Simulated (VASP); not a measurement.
Ba2TeS:

```
S Te Ba
1.0
     2.37562    1.37156    7.82254
    -2.37562    1.37156    7.82254
     0.00000   -2.74312    7.82254
S Te Ba
1 1 2
Cartesian
  2.3756 1.3716 7.8225
  0.0000 0.0000 11.7338
  0.0000 0.0000 6.0438
  0.0000 0.0000 17.4238
```

Base run:

- Program: VASP 6.6.1
- Functional: PBE
- Potentials or basis: VASP PAW PBE potentials, release 64 (S, Te, Ba_sv)
- Cutoff: 520 eV
- k mesh: 4 × 4 × 4
- Occupations: gaussian, width 0.01 eV
- Spin: no spin polarisation

Its results: band gap on the k mesh 1.56 eV (least direct gap 1.91 eV); pressure 0.5 GPa.

Task: The run is repeated on the same cell with these changes: functional from PBE to r2SCAN; k mesh from 4 × 4 × 4 to 6 × 6 × 6. What comes out?

Result: Band gap on the k mesh 1.89 eV (least direct gap 2.25 eV); pressure 0.4 GPa.

Several settings changed at once.

Caveats: spin-orbit coupling is left out, which moves the levels of the heavy elements; the PAW data sets were made with another functional, which shifts forces and pressure a little (at least some runs).

A k mesh can miss the band edges.
